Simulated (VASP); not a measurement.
The system is Na4AlO.

```
CELL_PARAMETERS angstrom
6.28000 0.00000 0.00000
0.00000 6.28000 0.00000
0.00000 0.00000 5.13000
ATOMIC_POSITIONS crystal
Na 0.84000 0.34000 0.00000
Na 0.16000 0.66000 0.00000
Na 0.34000 0.16000 0.00000
Na 0.16000 0.34000 0.50000
Na 0.84000 0.66000 0.50000
Na 0.66000 0.84000 0.00000
Na 0.66000 0.16000 0.50000
Na 0.34000 0.84000 0.50000
Al 0.00000 0.00000 0.75000
Al 0.00000 0.00000 0.25000
O 0.50000 0.50000 0.75000
O 0.50000 0.50000 0.25000
```

| Quantity | Value |
| --- | --- |
| Program | VASP 6.6.1 |
| Task | relaxation of cell and atoms |
| Functional | PBE |
| Potentials or basis | VASP PAW PBE potentials, release 64 (Na_pv, Al, O) |
| Cutoff | 600 eV |
| k mesh | 3 × 3 × 3 |
| Occupations | gaussian, width 0.2 eV |
| Spin | no spin polarisation |

At the start: pressure 12.2 GPa; volume 16.86 Å³/atom.

Question: How do energy, volume and symmetry change on relaxing?

Answer: Over 11 steps the energy falls by 553.7 meV/atom and the volume is 21.30 Å³/atom (+26.4 %); space group P4/mcc (No. 124, to 0.1 Å) before and after.

The path:
| step | energy change (eV) | largest force (eV/Å) | pressure (GPa) | volume (Å³) |
| --- | --- | --- | --- | --- |
| 1 | 0.0000 | 2.4759 | 12.21 | 202.32 |
| 2 | -3.5145 | 1.4955 | 1.82 | 242.26 |
| 3 | -4.2819 | 1.1666 | -1.35 | 268.05 |
| 4 | -4.2047 | 0.8381 | -4.51 | 324.89 |
| 5 | -4.4850 | 0.9889 | -3.04 | 290.53 |
| 6 | -5.3204 | 0.8839 | -2.50 | 278.03 |
| 7 | -6.5722 | 0.0166 | 1.68 | 242.43 |
| 8 | -6.5796 | 0.1935 | 0.89 | 246.49 |
| 9 | -6.5841 | 0.1238 | 1.20 | 244.85 |
| 10 | -6.6406 | 0.0351 | 0.51 | 252.54 |
| 11 | -6.6447 | 0.0532 | 0.24 | 255.64 |

Final structure:
```xyz
12
Lattice="6.5311 0.0000 0.0000 0.0000 6.5311 0.0000 0.0000 0.0000 5.9932" Properties=species:S:1:pos:R:3 pbc="T T T"
Na    4.9816    2.5048    0.0000
Na    1.5495    4.0263    0.0000
Na    2.5048    1.5495    0.0000
Na    1.5495    2.5048    2.9966
Na    4.9816    4.0263    2.9966
Na    4.0263    4.9816    0.0000
Na    4.0263    1.5495    2.9966
Na    2.5048    4.9816    2.9966
Al    0.0000    0.0000    4.4949
Al    0.0000    0.0000    1.4983
O     3.2656    3.2656    4.4949
O     3.2656    3.2656    1.4983
```

Caveat: the k points lie up to 0.35 Å⁻¹ apart in the final cell, too coarse for converged energies and pressures of a metal; the volume moved by over 15 % at a fixed basis, so the end points are rough; the relaxation stopped at a loose force limit of 0.08 eV/Å, so its end isn't a converged minimum.
